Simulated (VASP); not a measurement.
Write the native input for VASP 6.6.1 that does the following.

* Task: single point
* Functional: PBEsol
* Potentials or basis: VASP PAW PBE potentials, release 64 (Pt, S)
* Cutoff: 520 eV
* k mesh: 6 × 6 × 6
* Occupations: gaussian, width 0.01 eV
* Spin: no spin polarisation
* Dipole correction: no
* Further INCAR settings: ALGO = Normal; EDIFF = 1e-07; NBANDS = 18

The structure of PtS2 lies in POSCAR:

```
PtS2
1.0
    1.7644429029      1.0187015850      5.5230462153
   -1.7644429029      1.0187015850      5.5230462153
    0.0000000000     -2.0374031699      5.5230462153
Pt S
1 2
Direct
    0.0000000000      0.0000000000      0.0000000000
    0.2583047871      0.2583047871      0.2583047871
    0.7416952129      0.7416952129      0.7416952129
```

One way to write it, as run:

INCAR

```
SYSTEM = PtS2
ALGO = Normal
EDIFF = 1E-7
ENCUT = 520
GGA = PS
ISIF = 2
ISMEAR = 0
LASPH = .True.
LCHARG = .False.
LREAL = .False.
LWAVE = .False.
NBANDS = 18
NELM = 60
PREC = Accurate
SIGMA = 0.01
```

KPOINTS

```
k-points
0
Gamma
  6 6 6
  0 0 0
```

Potentials or basis: VASP PAW PBE potentials, release 64 (Pt, S).

Run with:

```console
$ cat potpaw_PBE.64/Pt/POTCAR potpaw_PBE.64/S/POTCAR > POTCAR
$ mpirun -np 1 vasp_std > vasp.out
```

It gave:

* Pressure: -1.3 GPa
* Largest force: 0.310 eV/Å
* Band gap on the k mesh: 1.26 eV, indirect (least direct gap 1.43 eV)

Caveat: the PAW data sets were made with another functional, which shifts forces and pressure a little; spin-orbit coupling is left out, which moves the levels of the heavy elements.

Run time: 100 s on 1 thread of AMD EPYC 7R13 Processor (Zen 3) (shared host), peak memory 0.28 GiB.
